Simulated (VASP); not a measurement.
Runs of VASP 6.6.1 on NaTbC. The structure is that of space group P-6m2 (No. 187), or close to it. The cells are those of the table. The cell was generated, and may not be a known phase.

```csv
task,cell,k mesh,gap on the mesh (eV),pressure (GPa),relaxed volume (Å³/atom)
single point,"a = 4.029, b = 4.029, c = 4.420 Å, angles 90.0, 90.0, 120.0°, 3 atoms",6 × 6 × 4,none,(a),-
single point,"a = 3.993, b = 3.993, c = 5.414 Å, angles 90.0, 90.0, 120.0°, 3 atoms",12 × 12 × 10,none,0.3,-
relaxation of cell and atoms,"relaxed from a = 4.029, b = 4.029, c = 4.420 Å, angles 90.0, 90.0, 120.0°, 3 atoms",12 × 12 × 10,none,0.0,25.02
relaxation of cell and atoms,"relaxed from a = 3.993, b = 3.993, c = 5.414 Å, angles 90.0, 90.0, 120.0°, 3 atoms",12 × 12 × 10,none,0.0,25.07
```

Alike in all rows: level PBE; potentials or basis VASP PAW PBE potentials, release 64 (Na_pv, Tb_3, C), 4f in core; no spin polarisation; smearing gaussian 0.1 eV.

Estimate the missing entries.

(a) 3.0.

Caveats: spin-orbit coupling is left out, which moves the levels of the heavy elements; the 4f electrons are frozen in the core, so they carry no moment and show no levels; the cell stands under pressure (at least some runs); the volume moved by over 15 % at a fixed basis, so the end points are rough (at least some runs).

A k mesh can miss the band edges, and the runs leave out spin-orbit coupling on Tb.

A gap of «none» marks levels without a gap at the run's occupations.
